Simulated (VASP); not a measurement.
# Mo in VASP: single point with PBE

Aim: the single point of Mo with PBE.

Everything below comes from runs of VASP 6.6.1. Logs are shortened: lines on timing, memory, paths and dates and some standing lists are left out, and cuts for length are marked.

### 1 The cell of the first run

The cell holds a slab with vacuum, 8 atoms: a = 4.227 Å, b = 4.227 Å, c = 27.954 Å, α = 90.00°, β = 90.00°, γ = 90.00°.

### 2 Single point, PBE

File INCAR:

```
PREC     = Accurate       # precision mode
ENCUT    = 400            # plane-wave cutoff, eV
EDIFF    = 1E-6           # SCF threshold, eV
ISMEAR   = 1              # smearing method
SIGMA    = 0.1            # smearing width, eV
LREAL    = F              # projectors in reciprocal space
LASPH    = T              # aspherical terms in the spheres
NELM     = 120            # most SCF steps
ALGO     = Normal         # electronic algorithm
ISIF     = 2              # what is computed and relaxed
LWAVE    = F              # write WAVECAR
LCHARG   = F              # write CHGCAR
LDIPOL   = T            
IDIPOL   = 3            
DIPOL    = 0.5 0.5 0.684
GGA      = PE             # functional
NBANDS   = 66             # bands
GGA_COMPAT= F            
NELMDL   = -8
```

File KPOINTS:

```
regular mesh
0
Gamma
  8 8 1
```

File POSCAR:

```
Mo
1.0
    4.2272125885      0.0000000000      0.0000000000
    0.0000000000      4.2272125885      0.0000000000
    0.0000000000      0.0000000000     27.9535351443
Mo
8
Direct
    0.5000000000      0.0000000000      0.5991768845
    1.0000000000      0.5000000000      0.5991768845
    0.5000000000      0.5000000000      0.6534623495
    0.0000000000      0.0000000000      0.6534897215
    0.5000000000      0.0000000000      0.7149388475
    0.0000000000      0.5000000000      0.7149388475
    0.5000000000      0.5000000000      0.7692292062
    0.0000000000      0.0000000000      0.7692713035
```

Potentials or basis: VASP PAW PBE potentials, release 64 (Mo_sv).

Started as:

```
$ cat potpaw_PBE.64/Mo_sv/POTCAR > POTCAR
$ mpirun -np 1 vasp_std > vasp.out
```

OUTCAR:

```text
PREC = Accurate
   ENCUT = 400
   EDIFF = 1E-6
   ISMEAR = 1
   LREAL = F
   LASPH = T
   NELM = 120
   ISIF = 2
   GGA = PE
   NELMDL = -8

 ion  position               nearest neighbor table
   1  0.500  0.000  0.599-   3 2.60   3 2.60   4 2.60   4 2.60   2 2.99   2 2.99   2 2.99   2 2.99
                             5 3.24
   2  0.000  0.500  0.599-   3 2.60   3 2.60   4 2.60   4 2.60   1 2.99   1 2.99   1 2.99   1 2.99
                             6 3.24
   3  0.500  0.500  0.653-   1 2.60   2 2.60   1 2.60   2 2.60   5 2.72   5 2.72   6 2.72   6 2.72
                             4 2.99   4 2.99   4 2.99   4 2.99   7 3.24
   4  0.000  0.000  0.653-   1 2.60   2 2.60   2 2.60   1 2.60   5 2.72   6 2.72   6 2.72   5 2.72
                             3 2.99   3 2.99   3 2.99   3 2.99   8 3.24
   5  0.500  0.000  0.715-   7 2.60   7 2.60   8 2.60   8 2.60   4 2.72   4 2.72   3 2.72   3 2.72
                             6 2.99   6 2.99   6 2.99   6 2.99   1 3.24
   6  0.000  0.500  0.715-   7 2.60   7 2.60   8 2.60   8 2.60   4 2.72   4 2.72   3 2.72   3 2.72
                             5 2.99   5 2.99   5 2.99   5 2.99   2 3.24
   7  0.500  0.500  0.769-   5 2.60   6 2.60   5 2.60   6 2.60   8 2.99   8 2.99   8 2.99   8 2.99
                             3 3.24
   8  0.000  0.000  0.769-   5 2.60   6 2.60   6 2.60   5 2.60   7 2.99   7 2.99   7 2.99   7 2.99
                             4 3.24

  LATTYP: Found a simple tetragonal cell.
 ALAT       =     4.2272125885
 C/A-ratio  =     6.6127583033

  Lattice vectors:

 A1 = (   4.2272125885,   0.0000000000,   0.0000000000)
 A2 = (   0.0000000000,   4.2272125885,   0.0000000000)
 A3 = (   0.0000000000,   0.0000000000,  27.9535351443)

Analysis of symmetry for initial positions (statically):
=====================================================================
 Subroutine PRICEL returns:
 Original cell was already a primitive cell.

 Routine SETGRP: Setting up the symmetry group for a
 simple tetragonal supercell.

 Subroutine GETGRP returns: Found  8 space group operations
 (whereof  8 operations were pure point group operations)
 out of a pool of 16 trial point group operations.

The static configuration has the point symmetry C_4v.

Analysis of symmetry for dynamics (positions and initial velocities):
=====================================================================
 Subroutine PRICEL returns:
 Original cell was already a primitive cell.

 Routine SETGRP: Setting up the symmetry group for a
 simple tetragonal supercell.

 Subroutine GETGRP returns: Found  8 space group operations
 (whereof  8 operations were pure point group operations)
 out of a pool of 16 trial point group operations.

The dynamic configuration has the point symmetry C_4v.

 Subroutine INISYM returns: Found  8 space group operations
 (whereof  8 operations are pure point group operations),
 and found     1 'primitive' translations

----------------------------------------------------------------------------------------

                                     Primitive cell

  volume of cell :     499.5108

  direct lattice vectors                    reciprocal lattice vectors
     4.227212588  0.000000000  0.000000000     0.236562505  0.000000000  0.000000000
     0.000000000  4.227212588  0.000000000     0.000000000  0.236562505  0.000000000
     0.000000000  0.000000000 27.953535144     0.000000000  0.000000000  0.035773651

  length of vectors
     4.227212588  4.227212588 27.953535144     0.236562505  0.236562505  0.035773651

  position of ions in fractional coordinates (direct lattice)
     0.500000000  0.000000000  0.599176884
     0.000000000  0.500000000  0.599176884
     0.500000000  0.500000000  0.653462350
     0.000000000  0.000000000  0.653489722
     0.500000000  0.000000000  0.714938848
     0.000000000  0.500000000  0.714938848
     0.500000000  0.500000000  0.769229206
     0.000000000  0.000000000  0.769271303

  ion indices of the primitive-cell ions
   primitive index   ion index
                 1           1
                 2           2
                 3           3
                 4           4
                 5           5
                 6           6
                 7           7
                 8           8

----------------------------------------------------------------------------------------

 KPOINTS: regular mesh

Automatic generation of k-mesh.
 Grid dimensions read from file:
 generate k-points for:    8    8    1

 Generating k-lattice:

  Cartesian coordinates                     Fractional coordinates (reciprocal lattice)
     0.029570313  0.000000000  0.000000000     0.125000000  0.000000000  0.000000000
     0.000000000  0.029570313  0.000000000     0.000000000  0.125000000  0.000000000
     0.000000000  0.000000000  0.035773651     0.000000000  0.000000000  1.000000000

  Length of vectors
     0.029570313  0.029570313  0.035773651

  Shift w.r.t. Gamma in fractional coordinates (k-lattice)
     0.000000000  0.000000000  0.000000000

 Subroutine IBZKPT returns following result:
 ===========================================

 Found     15 irreducible k-points:

 Following reciprocal coordinates:
            Coordinates               Weight
  0.000000  0.000000  0.000000      1.000000
  0.125000  0.000000  0.000000      4.000000
  0.250000  0.000000  0.000000      4.000000
  0.375000  0.000000  0.000000      4.000000
  0.500000  0.000000  0.000000      2.000000
  0.125000  0.125000  0.000000      4.000000
  0.250000  0.125000  0.000000      8.000000
  0.375000  0.125000  0.000000      8.000000
  0.500000  0.125000  0.000000      4.000000
  0.250000  0.250000  0.000000      4.000000
  0.375000  0.250000  0.000000      8.000000
  0.500000  0.250000  0.000000      4.000000
  0.375000  0.375000  0.000000      4.000000
  0.500000  0.375000  0.000000      4.000000
  0.500000  0.500000  0.000000      1.000000
   k-points           NKPTS =     15   k-points in BZ     NKDIM =     15   number of bands    NBANDS=     66
   number of dos      NEDOS =    301   number of ions     NIONS =      8
   total plane-waves  NPLWV = 150528
   dimension x,y,z NGX =    28 NGY =   28 NGZ =  192
   dimension x,y,z NGXF=    56 NGYF=   56 NGZF=  384
   ions per type =               8
   NGX,Y,Z   is equivalent  to a cutoff of  11.01, 11.01, 11.42 a.u.
   NGXF,Y,Z  is equivalent  to a cutoff of  22.02, 22.02, 22.84 a.u.
 SYSTEM =  unknown system
   PREC   = accura    normal or accurate (medium, high low for compatibility)
   ISTART =      0    job   : 0-new  1-cont  2-samecut
   ICHARG =      2    charge: 1-file 2-atom 10-const
   ISPIN  =      1    spin polarized calculation?
   LNONCOLLINEAR =      F non collinear calculations
   LSORBIT =      F    spin-orbit coupling
   LASPH  =      T    aspherical Exc in radial PAW
   ENCUT  =  400.0 eV  29.40 Ry    5.42 a.u.   6.89  6.89 45.59*2*pi/ulx,y,z
   NELM   =    120;   NELMIN=  2; NELMDL= -8     # of ELM steps
   EDIFF  = 0.1E-05   stopping-criterion for ELM
   LREAL  =      F    real-space projection
   EDIFFG = 0.1E-04   stopping-criterion for IOM
   NSW    =      0    number of steps for IOM
   IBRION =     -1    ionic relax: 0-MD 1-quasi-New 2-CG
   NFREE  =      0    steps in history (QN), initial steepest desc. (CG)
   ISIF   =      2    stress and relaxation
   ISYM   =      2    0-nonsym 1-usesym 2-fastsym
   POTIM  = 0.5000    time-step for ionic-motion
   TEBEG  =    0.0;   TEEND  =   0.0 temperature during run
   PSTRESS=    0.0 pullay stress
   NELECT =     112.0000    total number of electrons
   NUPDOWN=      -1.0000    fix difference up-down
   EMIN   =  10.00;   EMAX   =-10.00  energy-range for DOS
   EFERMI =   0.00;   METHOD = LEGACY
   ISMEAR =     1;   SIGMA  =   0.10  broadening in eV -4-tet -1-fermi 0-gaus
   EFERMI_NEDOS =   21; number of points for ismear=-14 and -15
   IALGO  =     38    algorithm
   IMIX   =      4    mixing-type and parameters
     AMIX     =   0.40;   BMIX     =  1.00
     AMIX_MAG =   1.60;   BMIX_MAG =  1.00
  volume/ion in A,a.u.               =      62.44       421.36
  Fermi-wavevector in a.u.,A,eV,Ry     =   0.994564  1.879453 13.458293  0.989157
  Thomas-Fermi vector in A             =   2.126523
   LORBIT       =      0    0 simple, 1 ext, 2 COOP (PROOUT), +10 PAW based schemes
   GGA     = PE    functional components
   LHFCALC =     F    Hartree Fock is set to
   AEXX    =    0.0000 exact exchange contribution
   IVDW    =     0    specifies the selected vdW correction
   LEPSILON=     F    determine dielectric tensor
   LRPA    =     F    only Hartree local field effects (RPA)
 non-spin polarized calculation
 Methfessel and Paxton  Order N= 1 SIGMA  =   0.10
  energy-cutoff  :      400.00
  volume of cell :      499.51
 maximum number of plane-waves:      9126
 NGX is ok and might be reduce to    28
   NGX = 13   NGY = 13   NGZ = 91

 dipolmoment           0.000000      0.000000     -0.004298 electrons x Angstroem

 number of electron     112.0000053 magnetization

 dipolmoment           0.000000      0.000000      0.000003 electrons x Angstroem

 Free energy of the ion-electron system (eV)
  ---------------------------------------------------
  ext. energy  EPLUGINS =         0.00000000
  ---------------------------------------------------
  free energy    TOTEN  =       -79.37206982 eV

  energy without entropy =      -79.37675227  energy(sigma->0) =      -79.37363064

 E-fermi :   0.1656     XC(G=0):  -4.0845

 val. band max:        0.1655019334   @ k =   0.5000   0.2500   0.0000
 cond. band min:       0.1677475976   @ k =   0.0000   0.0000   0.0000
 fundamental gap:      0.0022456642
 Fermi energy:         0.1656412669

 k-point     1 :       0.0000    0.0000    0.0000
  band No.  band energies     occupation
      1     -60.7143      2.00000
      2     -60.5320      2.00000
      3     -60.4316      2.00000
      4     -60.4316      2.00000
      5     -60.1915      2.00000
      6     -60.1915      2.00000
[... 1024 lines left out ...]
     65       2.7894      0.00000
     66       2.7904      0.00000

------------------------ aborting loop because EDIFF is reached ----------------------------------------

 vacuum level on the upper side and lower side of the slab       (xc-potential included)        -0.005        -0.006

  FORCE on cell =-STRESS in cart. coord.  units (eV):
  Direction    XX          YY          ZZ          XY          YZ          ZX
  --------------------------------------------------------------------------------------
  -------------------------------------------------------------------------------------
  Total        8.3657613      8.3657613     -0.4288829      0.0000000      0.0000000      0.0000000
  in kB       26.8331175     26.8331175     -1.3756387      0.0000000      0.0000000      0.0000000
  external PRESSURE =      17.4301988 kB  Pullay stress =       0.0000000 kB

 VOLUME and BASIS-vectors are now :
 -----------------------------------------------------------------------------
  energy-cutoff  :      400.00
  volume of cell :      499.51
      direct lattice vectors                 reciprocal lattice vectors
     4.227212588  0.000000000  0.000000000     0.236562505  0.000000000  0.000000000
     0.000000000  4.227212588  0.000000000     0.000000000  0.236562505  0.000000000
     0.000000000  0.000000000 27.953535144     0.000000000  0.000000000  0.035773651

 POSITION                                       TOTAL-FORCE (eV/Angst)
 -----------------------------------------------------------------------------------
      2.11361      0.00000     16.74911         0.000000      0.000000     -0.049949
      0.00000      2.11361     16.74911         0.000000      0.000000     -0.049949
      2.11361      2.11361     18.26658        -0.000000      0.000000      0.015510
      0.00000      0.00000     18.26735         0.000000      0.000000      0.006422
      2.11361      0.00000     19.98507         0.000000      0.000000     -0.008375
      0.00000      2.11361     19.98507         0.000000      0.000000     -0.008375
      2.11361      2.11361     21.50268         0.000000     -0.000000      0.051094
      0.00000      0.00000     21.50385         0.000000      0.000000      0.043623
 -----------------------------------------------------------------------------------
    total drift:                                0.000000      0.000000      0.000546

  FREE ENERGIE OF THE ION-ELECTRON SYSTEM (eV)
  ---------------------------------------------------
  free  energy   TOTEN  =       -79.3720698227 eV

  energy  without entropy=      -79.3767522680  energy(sigma->0) =      -79.37363064

 vacuum level on the upper side and lower side of the slab         4.142         4.142
```

It took 11 min on 1 thread of Oxide Virtual Turin-like, shared host; peak memory 0.47 GiB.

Results:

```yaml
Free_energy: -79.3721 eV
Largest_force: 0.051 eV/Å
Band_gap_on_the_k_mesh: zero (bands 56 and 57 overlap by 0.52 eV)
```

Forces on the atoms (eV/Å):
```
Mo   0.000  0.000 -0.050
Mo   0.000  0.000 -0.050
Mo   0.000  0.000  0.016
Mo   0.000  0.000  0.006
Mo   0.000  0.000 -0.008
Mo   0.000  0.000 -0.008
Mo   0.000  0.000  0.051
Mo   0.000  0.000  0.044
```

Levels at points of the mesh, in eV from the Fermi level:
```tsv
k point	band 52	band 53	band 54	band 55	band 56	band 57	band 58	band 59	band 60	band 61
(0.00, 0.00, 0.00)	-0.28	-0.14	-0.14	-0.07	0.00	0.71	0.89	1.55	1.55	2.13
(0.50, 0.00, 0.00)	-1.67	-0.62	-0.62	-0.22	-0.22	-0.12	-0.12	0.59	0.59	1.17
(0.50, 0.50, 0.00)	-0.76	-0.40	-0.40	-0.40	-0.40	0.67	0.67	0.67	0.68	1.17
```
